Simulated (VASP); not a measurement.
# H (Cmce) in VASP: a series of runs

The runs below take H through single point, with PBEsol.

All numbers are computed with VASP 6.6.1; they aren't measurements. Logs are shortened: lines on timing, memory, paths and dates and some standing lists are left out, and cuts for length are marked.

**1. The cell of the first run**

Symmetry: Cmce, No. 64, orthorhombic system. Conventional cell: a = 5.168 Å, b = 5.057 Å, c = 4.266 Å, α = 90.00°, β = 90.00°, γ = 90.00°. H (site symmetry m) has 1 H at 0.75 Å within 1.0 Å.

**2. Single point, PBEsol (strain -0.015 along x and y, +0.030 along z)**

The input, INCAR:

```
SYSTEM = H
PREC = Accurate
ENCUT = 520
EDIFF = 1E-6
ISMEAR = 0
SIGMA = 0.05
LREAL = .FALSE.
LASPH = .TRUE.
NELM = 80
ALGO = Normal
ISIF = 2
LWAVE = .FALSE.
LCHARG = .TRUE.
GGA = PS
LELF = .TRUE.
LVHAR = .TRUE.
NBANDS = 10
```

The input, KPOINTS:

```
Automatic mesh
0
G
  6 6 6
  0 0 0
```

The input, POSCAR:

```
H
1.0
    2.5841291592     -2.5284012445      0.0000000000
    2.5841291592      2.5284012445      0.0000000000
    0.0000000000      0.0000000000      4.2660725400
H
4
Direct
    0.9532956300      0.0467043700      0.0685088900
    0.4532956300      0.5467043700      0.4314911100
    0.5467043700      0.4532956300      0.5685088900
    0.0467043700      0.9532956300      0.9314911100
```

Potentials or basis: VASP PAW PBE potentials, release 64 (H).

Command:

```bash
> cat potpaw_PBE.64/H/POTCAR > POTCAR
> mpirun -np 1 vasp_std > vasp.out
```

OUTCAR:

```text
SYSTEM = H
   PREC = Accurate
   ENCUT = 520
   EDIFF = 1E-6
   ISMEAR = 0
   LREAL = .FALSE.
   LASPH = .TRUE.
   NELM = 80
   ISIF = 2
   GGA = PS

 ion  position               nearest neighbor table
   1  0.953  0.047  0.069-   4 0.75
   2  0.453  0.547  0.431-   3 0.75
   3  0.547  0.453  0.569-   2 0.75
   4  0.047  0.953  0.931-   1 0.75

  LATTYP: Found a base centered orthorhombic cell.
 ALAT       =     5.0568024890
 B/A-ratio  =     1.0220407717
 C/A-ratio  =     0.8436304462

  Lattice vectors:

 A1 = (  -2.5841291592,  -2.5284012445,   0.0000000000)
 A2 = (   2.5841291592,  -2.5284012445,   0.0000000000)
 A3 = (   0.0000000000,   0.0000000000,   4.2660725400)

Analysis of symmetry for initial positions (statically):
=====================================================================
 Subroutine PRICEL returns:
 Original cell was already a primitive cell.

 Routine SETGRP: Setting up the symmetry group for a
 base centered orthorhombic supercell.

 Subroutine GETGRP returns: Found  8 space group operations
 (whereof  4 operations were pure point group operations)
 out of a pool of  8 trial point group operations.

The static configuration has the point symmetry C_2h.
 The point group associated with its full space group is D_2h.

Analysis of symmetry for dynamics (positions and initial velocities):
=====================================================================
 Subroutine PRICEL returns:
 Original cell was already a primitive cell.

 Routine SETGRP: Setting up the symmetry group for a
 base centered orthorhombic supercell.

 Subroutine GETGRP returns: Found  8 space group operations
 (whereof  4 operations were pure point group operations)
 out of a pool of  8 trial point group operations.

The dynamic configuration has the point symmetry C_2h.
 The point group associated with its full space group is D_2h.

 Subroutine INISYM returns: Found  8 space group operations
 (whereof  4 operations are pure point group operations),
 and found     1 'primitive' translations

----------------------------------------------------------------------------------------

                                     Primitive cell

  volume of cell :      55.7466

  direct lattice vectors                    reciprocal lattice vectors
     2.584129159 -2.528401244  0.000000000     0.193488781 -0.197753423  0.000000000
     2.584129159  2.528401244  0.000000000     0.193488781  0.197753423  0.000000000
     0.000000000  0.000000000  4.266072540     0.000000000  0.000000000  0.234407641

  length of vectors
     3.615319677  3.615319677  4.266072540     0.276666450  0.276666450  0.234407641

  position of ions in fractional coordinates (direct lattice)
     0.953295630  0.046704370  0.068508890
     0.453295630  0.546704370  0.431491110
     0.546704370  0.453295630  0.568508890
     0.046704370  0.953295630  0.931491110

  ion indices of the primitive-cell ions
   primitive index   ion index
                 1           1
                 2           2
                 3           3
                 4           4

----------------------------------------------------------------------------------------

 KPOINTS: Automatic mesh

Automatic generation of k-mesh.
 Grid dimensions read from file:
 generate k-points for:    6    6    6

 Generating k-lattice:

  Cartesian coordinates                     Fractional coordinates (reciprocal lattice)
     0.032248130 -0.032958904  0.000000000     0.166666667  0.000000000  0.000000000
     0.032248130  0.032958904  0.000000000     0.000000000  0.166666667  0.000000000
     0.000000000  0.000000000  0.039067940     0.000000000  0.000000000  0.166666667

  Length of vectors
     0.046111075  0.046111075  0.039067940

  Shift w.r.t. Gamma in fractional coordinates (k-lattice)
     0.000000000  0.000000000  0.000000000

 Subroutine IBZKPT returns following result:
 ===========================================

 Found     52 irreducible k-points:

 Following reciprocal coordinates:
            Coordinates               Weight
  0.000000  0.000000  0.000000      1.000000
  0.166667  0.000000  0.000000      4.000000
  0.333333  0.000000  0.000000      4.000000
  0.500000  0.000000  0.000000      2.000000
  0.166667  0.166667  0.000000      2.000000
  0.333333  0.166667  0.000000      4.000000
[... 16 lines left out ...]
  0.333333  0.333333  0.166667      4.000000
  0.500000  0.333333  0.166667      8.000000
 [... further k-points ...]
   k-points           NKPTS =     52   k-points in BZ     NKDIM =     52   number of bands    NBANDS=     10
   number of dos      NEDOS =    301   number of ions     NIONS =      4
   total plane-waves  NPLWV =  25088
   dimension x,y,z NGX =    28 NGY =   28 NGZ =   32
   dimension x,y,z NGXF=    56 NGYF=   56 NGZF=   64
   ions per type =               4
   NGX,Y,Z   is equivalent  to a cutoff of  12.88, 12.88, 12.47 a.u.
   NGXF,Y,Z  is equivalent  to a cutoff of  25.75, 25.75, 24.94 a.u.
 SYSTEM =  H
   PREC   = accura    normal or accurate (medium, high low for compatibility)
   ISTART =      0    job   : 0-new  1-cont  2-samecut
   ICHARG =      2    charge: 1-file 2-atom 10-const
   ISPIN  =      1    spin polarized calculation?
   LNONCOLLINEAR =      F non collinear calculations
   LSORBIT =      F    spin-orbit coupling
   LASPH  =      T    aspherical Exc in radial PAW
   ENCUT  =  520.0 eV  38.22 Ry    6.18 a.u.   6.72  6.72  7.93*2*pi/ulx,y,z
   NELM   =     80;   NELMIN=  2; NELMDL= -5     # of ELM steps
   EDIFF  = 0.1E-05   stopping-criterion for ELM
   LREAL  =      F    real-space projection
   EDIFFG = 0.1E-04   stopping-criterion for IOM
   NSW    =      0    number of steps for IOM
   IBRION =     -1    ionic relax: 0-MD 1-quasi-New 2-CG
   NFREE  =      0    steps in history (QN), initial steepest desc. (CG)
   ISIF   =      2    stress and relaxation
   ISYM   =      2    0-nonsym 1-usesym 2-fastsym
   POTIM  = 0.5000    time-step for ionic-motion
   TEBEG  =    0.0;   TEEND  =   0.0 temperature during run
   PSTRESS=    0.0 pullay stress
   NELECT =       4.0000    total number of electrons
   NUPDOWN=      -1.0000    fix difference up-down
   EMIN   =  10.00;   EMAX   =-10.00  energy-range for DOS
   EFERMI =   0.00;   METHOD = LEGACY
   ISMEAR =     0;   SIGMA  =   0.05  broadening in eV -4-tet -1-fermi 0-gaus
   EFERMI_NEDOS =   21; number of points for ismear=-14 and -15
   IALGO  =     38    algorithm
   IMIX   =      4    mixing-type and parameters
     AMIX     =   0.40;   BMIX     =  1.00
     AMIX_MAG =   1.60;   BMIX_MAG =  1.00
  volume/ion in A,a.u.               =      13.94        94.05
  Fermi-wavevector in a.u.,A,eV,Ry     =   0.680282  1.285546  6.296544  0.462783
  Thomas-Fermi vector in A             =   1.758726
   LORBIT       =      0    0 simple, 1 ext, 2 COOP (PROOUT), +10 PAW based schemes
   GGA     = PS    functional components
   LHFCALC =     F    Hartree Fock is set to
   AEXX    =    0.0000 exact exchange contribution
   IVDW    =     0    specifies the selected vdW correction
   LEPSILON=     F    determine dielectric tensor
   LRPA    =     F    only Hartree local field effects (RPA)
 non-spin polarized calculation
 Gauss-broadening in eV      SIGMA  =   0.05
  energy-cutoff  :      520.00
  volume of cell :       55.75
 maximum number of plane-waves:      1532
   NGX = 13   NGY = 13   NGZ = 15

 number of electron       4.0000002 magnetization

 Free energy of the ion-electron system (eV)
  ---------------------------------------------------
  ext. energy  EPLUGINS =         0.00000000
  ---------------------------------------------------
  free energy    TOTEN  =       -13.05601913 eV

  energy without entropy =      -13.05601913  energy(sigma->0) =      -13.05601913

 E-fermi :  -8.1553     XC(G=0):  -4.9141

 val. band max:       -8.3816603366   @ k =   0.0000   0.0000   0.0000
 cond. band min:       0.6853013157   @ k =   0.5000   0.0000   0.5000
 fundamental gap:      9.0669616524
 Fermi energy:        -8.1552603118

 k-point     1 :       0.0000    0.0000    0.0000
  band No.  band energies     occupation
      1     -10.1977      2.00000
      2      -8.3817      2.00000
      3       2.4500      0.00000
      4       4.2377      0.00000
      5       4.8717      0.00000
      6       6.8599      0.00000
      7       7.0146      0.00000
      8       8.7448      0.00000
      9      10.4509      0.00000
     10      11.3088      0.00000

 k-point     2 :       0.1667    0.0000    0.0000
  band No.  band energies     occupation
      1     -10.0448      2.00000
      2      -8.4455      2.00000
      3       2.6313      0.00000
      4       3.9148      0.00000
      5       3.9321      0.00000
      6       6.2698      0.00000
      7       7.6644      0.00000
      8       9.4529      0.00000
      9      11.2519      0.00000
     10      11.3058      0.00000

 k-point     3 :       0.3333    0.0000    0.0000
  band No.  band energies     occupation
      1      -9.6349      2.00000
      2      -8.6791      2.00000
      3       2.5959      0.00000
      4       2.6496      0.00000
      5       3.9926      0.00000
      6       6.2358      0.00000
      7       8.3008      0.00000
      8       8.7797      0.00000
      9      10.4592      0.00000
     10      12.0665      0.00000

 k-point     4 :       0.5000    0.0000    0.0000
  band No.  band energies     occupation
      1      -9.1135      2.00000
      2      -9.1135      2.00000
      3       2.2645      0.00000
      4       2.2645      0.00000
      5       5.1202      0.00000
      6       5.1202      0.00000
      7       9.0296      0.00000
      8       9.0296      0.00000
      9      10.2245      0.00000
     10      10.2245      0.00000
[... 222 lines left out ...]
 k-point    22 :      -0.1667    0.1667    0.1667
  band No.  band energies     occupation
      1      -9.7874      2.00000
      2      -8.5911      2.00000
      3       2.0780      0.00000
      4       2.8870      0.00000
      5       4.7683      0.00000
      6       5.7358      0.00000
      7       8.5355      0.00000
      8      10.0697      0.00000
      9      10.7759      0.00000
     10      11.5809      0.00000

 k-point    23 :       0.3333    0.3333    0.1667
  band No.  band energies     occupation
      1      -9.2220      2.00000
      2      -8.6745      2.00000
      3       1.8050      0.00000
      4       2.5796      0.00000
      5       3.2651      0.00000
      6       6.6682      0.00000
      7       6.7571      0.00000
      8       8.3824      0.00000
      9      10.1497      0.00000
     10      10.2949      0.00000

 k-point    24 :       0.5000    0.3333    0.1667
  band No.  band energies     occupation
      1      -8.9454      2.00000
      2      -8.8231      2.00000
      3       1.4807      0.00000
      4       2.3476      0.00000
      5       4.0378      0.00000
      6       5.4035      0.00000
      7       7.3931      0.00000
      8       8.7358      0.00000
      9       9.0933      0.00000
     10       9.3581      0.00000

 [... further k-points ...]
[... 5 lines left out ...]
  --------------------------------------------------------------------------------------
  -------------------------------------------------------------------------------------
  Total       -0.0453987      0.0918183      0.1958912      0.0000000      0.0000000      0.0000000
  in kB       -1.3047737      2.6388897      5.6299827      0.0000000      0.0000000      0.0000000
  external PRESSURE =       2.3213662 kB  Pullay stress =       0.0000000 kB

 VOLUME and BASIS-vectors are now :
 -----------------------------------------------------------------------------
  energy-cutoff  :      520.00
  volume of cell :       55.75
      direct lattice vectors                 reciprocal lattice vectors
     2.584129159 -2.528401244  0.000000000     0.193488781 -0.197753423  0.000000000
     2.584129159  2.528401244  0.000000000     0.193488781  0.197753423  0.000000000
     0.000000000  0.000000000  4.266072540     0.000000000  0.000000000  0.234407641

 POSITION                                       TOTAL-FORCE (eV/Angst)
 -----------------------------------------------------------------------------------
      2.58413     -2.29223      0.29226         0.000000      0.170538      0.210289
      2.58413      0.23617      1.84077         0.000000      0.170538     -0.210289
      2.58413     -0.23617      2.42530         0.000000     -0.170538      0.210289
      2.58413      2.29223      3.97381         0.000000     -0.170538     -0.210289
 -----------------------------------------------------------------------------------
    total drift:                                0.000000     -0.000000     -0.000000

  FREE ENERGIE OF THE ION-ELECTRON SYSTEM (eV)
  ---------------------------------------------------
  free  energy   TOTEN  =       -13.0560191294 eV

  energy  without entropy=      -13.0560191294  energy(sigma->0) =      -13.05601913
```

It took 8.7 s on 1 thread of Intel Xeon 6975P-C (Granite Rapids), shared host; peak memory 0.16 GiB.

Results:

* Free energy: -13.0560 eV
* Pressure: 0.2 GPa
* Largest force: 0.271 eV/Å
* Band gap on the k mesh: 9.07 eV, indirect (least direct gap 9.68 eV)

Forces on the atoms (eV/Å):
```
H    0.000  0.171  0.210
H    0.000  0.171 -0.210
H    0.000 -0.171  0.210
H    0.000 -0.171 -0.210
```

Stress tensor (GPa, compression positive):
```
-0.13  0.00  0.00
 0.00  0.26  0.00
 0.00  0.00  0.56
```

Caveat: the cell differs from its parent crystal (strain -0.015 along x and y, +0.030 along z); the PAW data sets were made with another functional, which shifts forces and pressure a little.

**3. Single point, PBEsol (strain +0.000 along x and y, +0.015 along z)**

The input, INCAR:

```
SYSTEM = H
ALGO = Normal
EDIFF = 1E-7
ENCUT = 520
GGA = PS
ISIF = 2
ISMEAR = 0
LASPH = .True.
LCHARG = .False.
LREAL = .False.
LWAVE = .False.
NBANDS = 10
NELM = 100
PREC = Accurate
SIGMA = 0.05
```

The input, KPOINTS:

```
k-points
0
Gamma
  6 6 6
  0 0 0
```

The input, POSCAR:

```
H
1.0
    2.6234813799     -2.5669048168      0.0000000000
    2.6234813799      2.5669048168      0.0000000000
    0.0000000000      0.0000000000      4.2039452700
H
4
Direct
    0.9532956300      0.0467043700      0.0685088900
    0.4532956300      0.5467043700      0.4314911100
    0.5467043700      0.4532956300      0.5685088900
    0.0467043700      0.9532956300      0.9314911100
```

Potentials or basis: VASP PAW PBE potentials, release 64 (H).

Command:

```bash
> cat potpaw_PBE.64/H/POTCAR > POTCAR
> mpirun -np 1 vasp_std > vasp.out
```

It took 9 s on 1 thread of Intel Xeon 6975P-C (Granite Rapids), shared host; peak memory 0.16 GiB.

Results (log left out):

```
Free energy            : -13.0545 eV
Pressure               : 0.3 GPa
Largest force          : 0.340 eV/Å
Band gap on the k mesh : 9.10 eV, indirect (least direct gap 9.71 eV)
```

Forces on the atoms (eV/Å):
```
H    0.000  0.218  0.261
H    0.000  0.218 -0.261
H    0.000 -0.218  0.261
H    0.000 -0.218 -0.261
```

Stress tensor (GPa, compression positive):
```
-0.13  0.00  0.00
 0.00  0.39  0.00
 0.00  0.00  0.71
```

Levels at points of the mesh, in eV from the valence-band top:
| k point | band 1 | band 2 | band 3 | band 4 | band 5 | band 6 |
| --- | --- | --- | --- | --- | --- | --- |
| (0.00, 0.00, 0.00) | -1.78 | 0.00 | 11.09 | 12.53 | 13.05 | 15.15 |
| (0.50, 0.00, 0.00) | -0.74 | -0.74 | 10.66 | 10.66 | 13.63 | 13.63 |
| (0.50, 0.50, 0.00) | -0.56 | -0.40 | 9.48 | 10.31 | 13.90 | 15.27 |
| (0.00, 0.00, 0.50) | -0.90 | -0.90 | 10.36 | 10.36 | 15.50 | 15.50 |
| (0.50, 0.00, 0.50) | -0.61 | -0.61 | 9.10 | 9.10 | 15.78 | 15.78 |
| (0.50, 0.50, 0.50) | -0.39 | -0.39 | 10.86 | 10.86 | 12.40 | 12.40 |

Caveat: the cell differs from its parent crystal (strain +0.000 along x and y, +0.015 along z); the PAW data sets were made with another functional, which shifts forces and pressure a little.
